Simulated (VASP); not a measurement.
# CdF2 (Fm-3m) in VASP: notebook, part 2 of 2

VASP 6.6.1.

## Step 3: Vibrations by perturbation theory, PBEsol

The input, INCAR:

```
  ALGO = Normal
  EDIFF = 1E-8
  ENCUT = 520
  GGA = PS
  IBRION = 8
  ISIF = 2
  ISMEAR = 0
  LASPH = T
  LCHARG = F
  LREAL = F
  LWAVE = F
  NBANDS = 20
  NELM = 60
  NSW = 1
  PREC = Accurate
  SIGMA = 0.05
```

The input, KPOINTS:

```
k-points
0
Gamma
  8 8 8
```

The input, POSCAR:

```
CdF2
1.0
    0.0000000000      2.6919147743      2.6919147743
    2.6919147743      0.0000000000      2.6919147743
    2.6919147743      2.6919147743      0.0000000000
Cd F
1 2
Direct
    0.0000000000      0.0000000000      0.0000000000
    0.2500000000      0.2500000000      0.2500000000
    0.7500000000      0.7500000000      0.7500000000
```

Potentials or basis: VASP PAW PBE potentials, release 64 (Cd, F).

Launch:

```console
$ cat potpaw_PBE.64/Cd/POTCAR potpaw_PBE.64/F/POTCAR > POTCAR
$ mpirun -np 1 vasp_std > vasp.out
```

OUTCAR:

```text
EDIFF = 1E-8
   ENCUT = 520
   GGA = PS
   IBRION = 8
   ISIF = 2
   ISMEAR = 0
   LASPH = T
   LREAL = F
   NELM = 60
   NSW = 1
   PREC = Accurate

 ion  position               nearest neighbor table
   1  0.000  0.000  0.000-   2 2.33   3 2.33   3 2.33   3 2.33   3 2.33   2 2.33   2 2.33   2 2.33

   2  0.250  0.250  0.250-   1 2.33   1 2.33   1 2.33   1 2.33
   3  0.750  0.750  0.750-   1 2.33   1 2.33   1 2.33   1 2.33

  LATTYP: Found a face centered cubic cell.
 ALAT       =     5.3838295486

  Lattice vectors:

 A1 = (   0.0000000000,   2.6919147743,   2.6919147743)
 A2 = (   2.6919147743,   0.0000000000,   2.6919147743)
 A3 = (   2.6919147743,   2.6919147743,   0.0000000000)

Analysis of symmetry for initial positions (statically):
=====================================================================
 Subroutine PRICEL returns:
 Original cell was already a primitive cell.

 Routine SETGRP: Setting up the symmetry group for a
 face centered cubic supercell.

 Subroutine GETGRP returns: Found 48 space group operations
 (whereof 48 operations were pure point group operations)
 out of a pool of 48 trial point group operations.

The static configuration has the point symmetry O_h .

Analysis of symmetry for dynamics (positions and initial velocities):
=====================================================================
 Subroutine PRICEL returns:
 Original cell was already a primitive cell.

 Routine SETGRP: Setting up the symmetry group for a
 face centered cubic supercell.

 Subroutine GETGRP returns: Found 48 space group operations
[... 752 lines left out ...]

------------------------ aborting loop because EDIFF is reached ----------------------------------------

[... ionic steps 5 to 6 ...]

--------------------------------------- Ionic step        7  -------------------------------------------

 Free energy of the ion-electron system (eV)
  ---------------------------------------------------
  ---------------------------------------------------
  free energy    TOTEN  =        -0.53232432 eV

  energy without entropy =       -0.53232432

------------------------ aborting loop because EDIFF is reached ----------------------------------------

 INTERNAL STRAIN TENSOR  FOR ION    2  DIRECTION 1   (eV/Angst):
 -----------------------------------------------------------------------------
    -0.00253  0.00000  0.00000
     0.00000  0.00182 -2.19492
     0.00000 -2.19492  0.00182

 INTERNAL STRAIN TENSOR FOR ION    3 for displacements in x,y,z  (eV/Angst):
          X           Y           Z          XY          YZ          ZX
  --------------------------------------------------------------------------------
  x    -0.00000     0.00000     0.00000     0.00000     2.19492     0.00000
  y     0.00000    -0.00000     0.00000     0.00000     0.00000     2.19492
  z     0.00000     0.00000    -0.00000     2.19492     0.00000     0.00000

 SECOND DERIVATIVES (NOT SYMMETRIZED)
 ------------------------------------
               1X          1Y          1Z          2X          2Y          2Z          3X          3Y          3Z
  1X    -5.439683    0.000000    0.000000    2.719842    0.000000    0.000000    2.719842    0.000000    0.000000
  1Y     0.000000   -5.439683    0.000000    0.000000    2.719842    0.000000    0.000000    2.719842    0.000000
  1Z     0.000000    0.000000   -5.439683    0.000000    0.000000    2.719842    0.000000    0.000000    2.719842
  2X     2.677883    0.000000    0.000000   -4.593089    0.000000    0.000000    1.915206    0.000000    0.000000
  2Y     0.000000    2.677883    0.000000    0.000000   -4.593089    0.000000    0.000000    1.915206    0.000000
  2Z     0.000000    0.000000    2.677883    0.000000    0.000000   -4.593089    0.000000    0.000000    1.915206
  3X     2.677883    0.000000    0.000000    1.915206    0.000000    0.000000   -4.593089    0.000000    0.000000
  3Y     0.000000    2.677883    0.000000    0.000000    1.915206    0.000000    0.000000   -4.593089    0.000000
  3Z     0.000000    0.000000    2.677883    0.000000    0.000000    1.915206    0.000000    0.000000   -4.593089

 Eigenvectors and eigenvalues of the dynamical matrix
 ----------------------------------------------------

   1 f  =    9.150196 THz    57.492379 2PiTHz  305.217693 cm-1    37.842154 meV
             X         Y         Z           dx          dy          dz
      0.000000  0.000000  0.000000     0.000000   -0.000000   -0.000000
      1.345957  1.345957  1.345957     0.578019    0.407301   -0.000000
      4.037872  4.037872  4.037872    -0.578019   -0.407301    0.000000
[... 43 lines left out ...]
   9 f/i=    0.023066 THz     0.144926 2PiTHz    0.769389 cm-1     0.095392 meV
             X         Y         Z           dx          dy          dz
      0.000000  0.000000  0.000000     0.217282   -0.834911   -0.011813
      1.345957  1.345957  1.345957     0.090023   -0.345917   -0.004894
      4.037872  4.037872  4.037872     0.090023   -0.345917   -0.004894

--------------------------------------------------------------------------------------------------------

 ELASTIC MODULI CONTR FROM IONIC RELAXATION (kBar)
 Direction    XX          YY          ZZ          XY          YZ          ZX
 --------------------------------------------------------------------------------
 XX          -0.0000      0.0000      0.0000     -0.0000      0.0000     -0.0000
 YY           0.0000     -0.0000     -0.0000      0.0000     -0.0000      0.0000
 ZZ          -0.0000     -0.0000     -0.0000      0.0000      0.0000      0.0000
 XY           0.0000      0.0000      0.0000    -60.7988     -0.0000     -0.0000
 YZ           0.0000     -0.0000     -0.0000      0.0000    -60.7988      0.0000
 ZX          -0.0000      0.0000      0.0000     -0.0000      0.0000    -60.7988
 --------------------------------------------------------------------------------
```

OSZICAR:

```text
N       E                     dE             d eps       ncg     rms          rms(c)
DAV:   1     0.197315259497E+03    0.19732E+03   -0.15456E+04  1208   0.131E+03
DAV:   2    -0.462901530590E+01   -0.20194E+03   -0.19373E+03  1268   0.346E+02
DAV:   3    -0.129844538164E+02   -0.83554E+01   -0.83346E+01  1336   0.768E+01
DAV:   4    -0.130188874028E+02   -0.34434E-01   -0.34432E-01  1228   0.508E+00
[... 41 lines left out ...]
RMM:   8    -0.532324944693E+00   -0.87951E-06   -0.69430E-09  6219   0.171E-04    0.619E-05
RMM:   9    -0.532324617396E+00    0.32730E-06   -0.17802E-09  6187   0.144E-04    0.255E-05
RMM:  10    -0.532324347705E+00    0.26969E-06   -0.27572E-09  6243   0.701E-05    0.616E-06
RMM:  11    -0.532324325739E+00    0.21967E-07   -0.26458E-09  6276   0.578E-05    0.873E-07
RMM:  12    -0.532324316919E+00    0.88196E-08   -0.26054E-09  4892   0.466E-05    0.572E-07
 Linear response finished
```

Wall time 1.9 min (1 thread of AMD EPYC 9R45 (Zen 5), shared host); peak memory 0.25 GiB.

Results:

| Quantity | Value |
| --- | --- |
| Highest phonon frequency at Γ, LO-TO splitting left out | 305 cm⁻¹ |

Phonon frequencies in cm⁻¹ (negative: imaginary):
```
              q point                       frequencies
(0.000, 0.000, 0.000)  -1 -1 -1 227 227 227 305 305 305
```

## Step 4: Vibrations by perturbation theory, PBEsol

The input, INCAR:

```
PREC     = Accurate       # precision mode
ENCUT    = 520            # plane-wave cutoff, eV
EDIFF    = 1E-8           # SCF threshold, eV
ISMEAR   = 0              # smearing method
SIGMA    = 0.01           # smearing width, eV
LREAL    = F              # projectors in reciprocal space
LASPH    = T              # aspherical terms in the spheres
NELM     = 80             # most SCF steps
ALGO     = Normal         # electronic algorithm
ISIF     = 2              # what is computed and relaxed
LWAVE    = F              # write WAVECAR
LCHARG   = T              # write CHGCAR
GGA      = PS             # functional
IBRION   = 8              # ionic algorithm
NSW      = 1              # ionic steps
LEPSILON = T              # dielectric tensor by DFPT
```

The input, KPOINTS:

```
regular mesh
0
Gamma
  12 12 12
```

POSCAR is that of step 3.

Potentials or basis: VASP PAW PBE potentials, release 64 (Cd, F).

Launch:

```console
$ cat potpaw_PBE.64/Cd/POTCAR potpaw_PBE.64/F/POTCAR > POTCAR
$ mpirun -np 1 vasp_std > vasp.out
```

OUTCAR:

```text
PREC = Accurate
   ENCUT = 520
   EDIFF = 1E-8
   ISMEAR = 0
   LREAL = F
   LASPH = T
   NELM = 80
   ISIF = 2
   GGA = PS
   IBRION = 8
   NSW = 1
   LEPSILON = T

 ion  position               nearest neighbor table
   1  0.000  0.000  0.000-   2 2.33   3 2.33   3 2.33   3 2.33   3 2.33   2 2.33   2 2.33   2 2.33

   2  0.250  0.250  0.250-   1 2.33   1 2.33   1 2.33   1 2.33
   3  0.750  0.750  0.750-   1 2.33   1 2.33   1 2.33   1 2.33

  LATTYP: Found a face centered cubic cell.
 ALAT       =     5.3838295486

  Lattice vectors:

 A1 = (   0.0000000000,   2.6919147743,   2.6919147743)
 A2 = (   2.6919147743,   0.0000000000,   2.6919147743)
 A3 = (   2.6919147743,   2.6919147743,   0.0000000000)

Analysis of symmetry for initial positions (statically):
=====================================================================
 Subroutine PRICEL returns:
 Original cell was already a primitive cell.

 Routine SETGRP: Setting up the symmetry group for a
 face centered cubic supercell.

 Subroutine GETGRP returns: Found 48 space group operations
 (whereof 48 operations were pure point group operations)
 out of a pool of 48 trial point group operations.

The static configuration has the point symmetry O_h .

Analysis of symmetry for dynamics (positions and initial velocities):
=====================================================================
[... 756 lines left out ...]
 ion    1
    1     2.43856     0.00000     0.00000
    2     0.00000     2.43856     0.00000
    3     0.00000     0.00000     2.43856
 ion    2
    1    -1.21928     0.00000     0.00000
    2     0.00000    -1.21928     0.00000
    3     0.00000     0.00000    -1.21928
 ion    3
    1    -1.21928     0.00000     0.00000
    2     0.00000    -1.21928     0.00000
    3     0.00000     0.00000    -1.21928

 INTERNAL STRAIN TENSOR FOR ION    3 for displacements in x,y,z  (eV/Angst):
          X           Y           Z          XY          YZ          ZX
  --------------------------------------------------------------------------------
  x     0.00000     0.00000     0.00000     0.00000     2.18711     0.00000
  y     0.00000     0.00000     0.00000     0.00000     0.00000     2.18711
  z     0.00000     0.00000     0.00000     2.18711     0.00000     0.00000

 SECOND DERIVATIVES (NOT SYMMETRIZED)
 ------------------------------------
               1X          1Y          1Z          2X          2Y          2Z          3X          3Y          3Z
  1X    -5.440174    0.000000    0.000000    2.720087    0.000000    0.000000    2.720087    0.000000    0.000000
  1Y     0.000000   -5.440174    0.000000    0.000000    2.720087    0.000000    0.000000    2.720087    0.000000
  1Z     0.000000    0.000000   -5.440174    0.000000    0.000000    2.720087    0.000000    0.000000    2.720087
  2X     2.678010    0.000000    0.000000   -4.594148    0.000000    0.000000    1.916138    0.000000    0.000000
  2Y     0.000000    2.678010    0.000000    0.000000   -4.594148    0.000000    0.000000    1.916138    0.000000
  2Z     0.000000    0.000000    2.678010    0.000000    0.000000   -4.594148    0.000000    0.000000    1.916138
  3X     2.678010    0.000000    0.000000    1.916138    0.000000    0.000000   -4.594148    0.000000    0.000000
  3Y     0.000000    2.678010    0.000000    0.000000    1.916138    0.000000    0.000000   -4.594148    0.000000
  3Z     0.000000    0.000000    2.678010    0.000000    0.000000    1.916138    0.000000    0.000000   -4.594148

 Eigenvectors and eigenvalues of the dynamical matrix
 ----------------------------------------------------

   1 f  =    9.151595 THz    57.501168 2PiTHz  305.264356 cm-1    37.847939 meV
             X         Y         Z           dx          dy          dz
      0.000000  0.000000  0.000000    -0.000000    0.000000   -0.000000
      1.345957  1.345957  1.345957    -0.705605    0.046059    0.000000
      4.037872  4.037872  4.037872     0.705605   -0.046059   -0.000000
[... 43 lines left out ...]
   9 f/i=    0.023130 THz     0.145332 2PiTHz    0.771542 cm-1     0.095659 meV
             X         Y         Z           dx          dy          dz
      0.000000  0.000000  0.000000     0.615948    0.604175   -0.000167
      1.345957  1.345957  1.345957     0.255203    0.250325   -0.000069
      4.037872  4.037872  4.037872     0.255203    0.250325   -0.000069

--------------------------------------------------------------------------------------------------------

 MACROSCOPIC STATIC DIELECTRIC TENSOR IONIC CONTRIBUTION
 ------------------------------------------------------
           5.096113    -0.000000     0.000000
          -0.000000     5.096113    -0.000000
           0.000000    -0.000000     5.096113
 ------------------------------------------------------

 ELASTIC MODULI CONTR FROM IONIC RELAXATION (kBar)
 Direction    XX          YY          ZZ          XY          YZ          ZX
 --------------------------------------------------------------------------------
 XX          -0.0000     -0.0000     -0.0000     -0.0000     -0.0000     -0.0000
 YY          -0.0000     -0.0000     -0.0000     -0.0000     -0.0000     -0.0000
 ZZ          -0.0000     -0.0000     -0.0000     -0.0000     -0.0000     -0.0000
 XY          -0.0000     -0.0000     -0.0000    -60.3489      0.0000      0.0000
 YZ          -0.0000     -0.0000     -0.0000      0.0000    -60.3489      0.0000
 ZX          -0.0000     -0.0000     -0.0000      0.0000      0.0000    -60.3489
 --------------------------------------------------------------------------------

 PIEZOELECTRIC TENSOR IONIC CONTR  for field in x, y, z        (C/m^2)
          XX          YY          ZZ          XY          YZ          ZX
  --------------------------------------------------------------------------------
  x     0.00000    -0.00000    -0.00000    -0.00000     0.00000    -0.00000
  y     0.00000     0.00000     0.00000     0.00000     0.00000     0.00000
  z     0.00000     0.00000     0.00000     0.00000     0.00000     0.00000
```

It took 9.7 min on 1 thread of AMD EPYC 9R45 (Zen 5), shared host; peak memory 0.59 GiB.

What came out:

```
Electronic dielectric tensor (diagonal)                 : 2.86
Born charges (mean of the diagonal)                     : Cd +2.44; F -1.22 e
Highest phonon frequency at Γ, LO-TO splitting left out : 305 cm⁻¹
```

Phonon frequencies in cm⁻¹ (negative: imaginary):
| q point | frequencies |
| --- | --- |
| (0.000, 0.000, 0.000) | -1 -1 -1 227 227 227 305 305 305 |

Electronic dielectric tensor:
```
2.86 0.00 0.00
0.00 2.86 0.00
0.00 0.00 2.86
```

Born effective charge tensors (e):
atom 1, Cd
```
2.44 0.00 0.00
0.00 2.44 0.00
0.00 0.00 2.44
```
atom 2, F
```
-1.22  0.00  0.00
 0.00 -1.22  0.00
 0.00  0.00 -1.22
```
atom 3, F
```
-1.22  0.00  0.00
 0.00 -1.22  0.00
 0.00  0.00 -1.22
```
